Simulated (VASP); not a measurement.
Input of a VASP 6.6.1 run:

Contents of INCAR:

```
PREC     = Accurate       # precision mode
ENCUT    = 520            # plane-wave cutoff, eV
EDIFF    = 1E-6           # SCF threshold, eV
ISMEAR   = 0              # smearing method
SIGMA    = 0.1            # smearing width, eV
LREAL    = False          # projectors in reciprocal space
LASPH    = True           # aspherical terms in the spheres
NELM     = 80             # most SCF steps
ALGO     = Normal         # electronic algorithm
ISIF     = 2              # what is computed and relaxed
LWAVE    = False          # write WAVECAR
LCHARG   = False          # write CHGCAR
GGA      = PE             # functional
NBANDS   = 18             # bands
```

File KPOINTS:

```
Automatic mesh
0
Gamma
  6 6 4
```

Contents of POSCAR:

```
TaSiF
1.0
    3.3115206000      0.0000000000      0.0000000000
    0.0000000000      3.3115206000      0.0000000000
    0.0000000000      0.0000000000      4.3045210900
Ta Si F
1 1 1
Direct
    0.0000000000      0.0000000000      0.5000000000
    0.5000000000      0.5000000000      0.5000000000
    0.0000000000      0.0000000000      0.0000000000
```

Potentials or basis: VASP PAW PBE potentials, release 64 (Ta_pv, Si, F).

The run is started by

```sh
$ cat potpaw_PBE.64/Ta_pv/POTCAR potpaw_PBE.64/Si/POTCAR potpaw_PBE.64/F/POTCAR > POTCAR
$ mpirun -np 1 vasp_std > vasp.out
```

Question: Predict the pressure.

Answer: 22.8 GPa.

Question: What does it give for the band gap on the k mesh?

Answer: Zero (bands 11 and 12 overlap by 1.27 eV).

Stress tensor (GPa, compression positive):
```
38.04  0.00  0.00
 0.00 38.04  0.00
 0.00  0.00 -7.65
```

Caveat: the k points lie up to 0.36 Å⁻¹ apart, too coarse for converged energies and pressures of a metal; spin-orbit coupling is left out, which moves the levels of the heavy elements.
